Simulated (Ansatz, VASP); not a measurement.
One calculation of Nb, two programs

```
Nb
1.0
    -1.66395    1.66395    1.66395
     1.66395   -1.66395    1.66395
     1.66395    1.66395   -1.66395
Nb
1
Direct
  0.00000 0.00000 0.00000
```

Alike in both runs: task relaxation of cell and atoms; functional LDA; k mesh 11 × 11 × 11; occupations fermi-dirac, width 0.05 eV; no spin polarisation.

```csv
,VASP,Ansatz
version,VASP 6.6.1,Ansatz 0.2.0
potentials or method,"VASP PAW LDA potentials, release 64 (Nb_sv)",Ansatz PAW
plane-wave cutoff (eV),500,420
valence electrons in the cell,13,13
```

Ansatz gave:

* gap on the k mesh at the Fermi level, each at its own relaxed structure (eV): none
* relaxed volume (Å³/atom): 17.19
* relaxed cell length with the largest relative difference (Å): 2.816

Question: What did VASP give for the same quantities?

Answer: gap on the k mesh at the Fermi level, each at its own relaxed structure (eV): none; relaxed volume (Å³/atom): 17.18; relaxed cell length with the largest relative difference (Å): 2.816.

LDA's correlation is that of Perdew and Zunger in VASP and of Perdew and Wang (1992) in Ansatz. A gap of «none» marks a metal or a gap that the smearing closes.

Noted on Ansatz's run: the plane-wave basis is chosen anew once the cell has moved, so the energies of steps on either side of that aren't comparable.
